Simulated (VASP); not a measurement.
Write the native input for VASP 6.6.1 that does the following.

| Quantity | Value |
| --- | --- |
| Task | single point |
| Functional | revPBE |
| Potentials or basis | VASP PAW PBE potentials, release 64 (Hf_pv) |
| Cutoff | 520 eV |
| k mesh | 10 × 10 × 5 |
| Occupations | methfessel-paxton, width 0.01 eV |
| Spin | no spin polarisation |
| Dipole correction | no |
| Further INCAR settings | ALGO = Normal; EDIFF = 1e-06; NBANDS = 17 |

The structure of Hf lies in POSCAR:

```
Hf
1.0
    3.1967000000      0.0000000000      0.0000000000
   -1.5983500000      2.7684234083      0.0000000000
    0.0000000000      0.0000000000      5.0578000000
Hf
2
Direct
    0.6666666667      0.3333333333      0.7500000000
    0.3333333333      0.6666666667      0.2500000000
```

The input as run:

INCAR

```
SYSTEM = Hf
ALGO = Normal ; EDIFF = 1E-6
ENCUT = 520 ; GGA = RE
ISIF = 2 ; ISMEAR = 1
LASPH = .True. ; LCHARG = .False.
LREAL = .False. ; LWAVE = .False.
NBANDS = 17 ; NELM = 60
PREC = Accurate ; SIGMA = 0.01
```

KPOINTS

```
k-points
0
Gamma
  10 10 5
  0 0 0
```

Potentials or basis: VASP PAW PBE potentials, release 64 (Hf_pv).

Command:

```bash
$ cat potpaw_PBE.64/Hf_pv/POTCAR > POTCAR
$ mpirun -np 1 vasp_std > vasp.out
```

It gave:

```json
{
  "Pressure": "2.2 GPa",
  "Band gap on the k mesh": "zero (band 10 reaches 6.19 eV, above the bottom of band 11 at 4.67 eV)"
}
```

Caveat: the PAW data sets were made with another functional, which shifts forces and pressure a little; spin-orbit coupling is left out, which moves the levels of the heavy elements.

Run time: 11 s on 1 thread of Intel(R) Xeon(R) Platinum 8375C CPU @ 2.90GHz (Ice Lake), with other jobs on the host, peak memory 0.17 GiB.
